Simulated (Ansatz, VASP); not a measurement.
## SiC: VASP beside Ansatz

Contents of INCAR:

```
ALGO = Normal
EDIFF = 1E-7
ENCUT = 520
GGA = PE
ISIF = 2
ISMEAR = 0
LASPH = T
LCHARG = F
LREAL = F
LWAVE = F
NBANDS = 16
NELM = 100
PREC = Accurate
SIGMA = 0.05
```

Contents of KPOINTS:

```
k-points
0
Gamma
  12 12 6
```

Contents of POSCAR:

```
SiC
1.0
    3.0389289587      0.0000000000      0.0000000000
   -1.5194644794      2.6317896786      0.0000000000
    0.0000000000      0.0000000000      5.2527887052
Si C
2 2
Direct
    0.3333333333      0.6666666667      0.0045639005
    0.6666666667      0.3333333333      0.5045639005
    0.3333333333      0.6666666667      0.3953555939
    0.6666666667      0.3333333333      0.8953555939
```

Input for Ansatz:

```yaml
crystal:
  lattice:
    - [3.0389289587, 0.0, 0.0]
    - [-1.5194644794, 2.6317896786, 0.0]
    - [0.0, 0.0, 5.2527887052]
  atoms:
    - { symbol: Si, position: [0.3333333333, 0.6666666667, 0.0045639005] }
    - { symbol: Si, position: [0.6666666667, 0.3333333333, 0.5045639005] }
    - { symbol: C, position: [0.3333333333, 0.6666666667, 0.3953555939] }
    - { symbol: C, position: [0.6666666667, 0.3333333333, 0.8953555939] }
basis:
  ecutwfc: 520.0
kpoints:
  mp_grid: { grid: [12, 12, 6] }
hamiltonian:
  xc: pbe
  pseudopotentials: { kind: paw, azcp: { folder: soft_1 } }
scf:
  occupations: { method: gaussian, width: 0.05 }
output:
  forces: true
  stress: true
  eigenvalues: true
```

Alike in both runs: task single point; functional PBE; k mesh 12 × 12 × 6; occupations gaussian, width 0.05 eV; no spin polarisation.

```csv
,VASP,Ansatz
version,VASP 6.6.1,Ansatz 0.2.0
potentials or method,"VASP PAW PBE potentials, release 64 (Si, C), cutoff 520 eV","scalar-relativistic, plane waves, PAW"
valence electrons in the cell,16,16
```

|  | VASP | Ansatz | Ansatz less VASP |
| --- | --- | --- | --- |
| gap on the k mesh at the Fermi level (eV) | 2.47 | 2.48 | +0.005 |
| least direct gap on the mesh (eV) | 4.60 | 4.61 | +0.007 |
| pressure (GPa) | 3.1 | 3.2 | +0.06 |
| traceless stress, the component that is largest in VASP (GPa) | -20.06 | -20.00 | +0.062 |
| rms of the force components (eV/Å) | 0.744 | 0.744 | -0.0002 |

Atom by atom the forces differ by 0.000 eV/Å (rms over components). With one functional, cell and mesh, what is left measures potentials, basis and numerics.
